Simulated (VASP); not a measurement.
**Rh: single point with PBEsol**

Rh:

```
Rh
1.0
     0.00000    1.84450    1.90155
     1.84450    0.00000    1.90155
     1.84450    1.84450    0.00000
Rh
1
Direct
  0.00000 0.00000 0.00000
```

This cell differs from its parent crystal: equal xx and yy strain of -3 %.

| Item | Value |
| --- | --- |
| Program | VASP 6.6.1 |
| Task | single point |
| Functional | PBEsol |
| Potentials or basis | VASP PAW PBE potentials, release 64 (Rh_pv) |
| Cutoff | 520 eV |
| k mesh | 16 × 16 × 16 |
| Occupations | fermi-dirac, width 0.08 eV |
| Spin | no spin polarisation |
| Dipole correction | no |
| Further INCAR settings | ALGO = Normal; EDIFF = 1e-06; NBANDS = 14 |

The pressure is 14.4 GPa.

Stress tensor (GPa, compression positive):
```
17.38  0.00  0.00
 0.00 17.38  0.00
 0.00  0.00  8.40
```

Levels at points of the mesh, in eV from the Fermi level:
```tsv
k point	band 4	band 5	band 6	band 7	band 8	band 9	band 10	band 11
(0.00, 0.00, 0.00)	-8.50	-3.63	-3.26	-3.26	-1.30	-0.85	15.89	20.21
(0.50, 0.00, 0.00)	-6.69	-3.66	-3.29	0.57	0.60	0.75	9.26	15.39
(0.50, 0.50, 0.00)	-6.93	-6.53	0.66	1.10	1.10	2.83	12.45	13.98
(0.50, 0.00, 0.50)	-6.95	-6.54	0.62	0.96	1.29	3.50	13.22	13.33
```

Run time: 100 s on 1 thread of AMD EPYC 7R13, on a shared host, peak memory 0.14 GiB.

Caveat: the cell differs from its parent crystal (equal xx and yy strain of -3 %); the PAW data sets were made with another functional, which shifts forces and pressure a little.
